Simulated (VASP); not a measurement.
The system is BaTe.

```
Ba Te
1.0
     0.00000    3.34039    3.34039
     3.34039    0.00000    3.34039
     3.34039    3.34039    0.00000
Ba Te
1 1
Direct
  0.00000 0.00000 0.00000
  0.50000 0.50000 0.50000
```

This cell differs from its parent crystal: volume scaled by 0.94.

Base run:

* Program: VASP 6.6.1
* Functional: PBEsol
* Potentials or basis: VASP PAW PBE potentials, release 64 (Ba_sv, Te)
* Cutoff: 520 eV
* k mesh: 7 × 7 × 7
* Occupations: fermi-dirac, width 0.05 eV
* Spin: no spin polarisation

Its results: band gap on the k mesh 1.11 eV, indirect (least direct gap 1.49 eV); pressure 5.3 GPa.

**Question.** After a change of settings the same cell gave: band gap on the k mesh 1.09 eV, indirect (least direct gap 1.46 eV); pressure 4.1 GPa. Which change was it?
A. functional from PBEsol to PBE
B. functional from PBEsol to LDA; potentials or basis from VASP PAW PBE potentials, release 64 (Ba_sv, Te) to VASP PAW LDA potentials, release 64 (Ba_sv, Te)
C. functional from PBEsol to r2SCAN

**Answer.** B.

Caveats: spin-orbit coupling is left out, which moves the levels of the heavy elements; the PAW data sets were made with another functional, which shifts forces and pressure a little (some runs).
